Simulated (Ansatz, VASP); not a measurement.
# Al2Cu: VASP beside Ansatz

```
CELL_PARAMETERS angstrom
3.96165 0.00000 0.00000
0.00000 3.96165 0.00000
0.00000 0.00000 2.76100
ATOMIC_POSITIONS crystal
Al 0.50000 0.00000 0.50000
Al 0.00000 0.50000 0.50000
Cu 0.00000 0.00000 0.00000
```

Change from the starting cell: strain -0.030 along x and y, -0.030 along z, atoms carried along.

Alike in both runs: task single point; functional PBEsol; k mesh 12 × 12 × 16; occupations gaussian, width 0.15 eV; no spin polarisation.

```csv
,VASP,Ansatz
version,VASP 6.6.1,Ansatz 0.2.0
potentials or method,"VASP PAW PBE potentials, release 64 (Al, Cu), cutoff 520 eV","scalar-relativistic, plane waves, PAW"
valence electrons in the cell,17,25
```

Ansatz gave:

| Property | Result |
| --- | --- |
| gap on the k mesh at the Fermi level (eV) | none |
| pressure (GPa) | 11.2 |
| traceless stress, the component that is largest in VASP (GPa) | -0.38 |

**Question.** Which values does VASP return?

**Answer.** gap on the k mesh at the Fermi level (eV): none; pressure (GPa): 11.6; traceless stress, the component that is largest in VASP (GPa): -0.35.

VASP's potentials were made for PBE, not for PBEsol. A gap of «none» marks a metal or a gap that the smearing closes. With one functional, cell and mesh, what is left measures potentials, basis and numerics. VASP's potentials hold 17 valence electrons a cell and Ansatz's 25, so a difference there can come from the potentials and not from the codes.
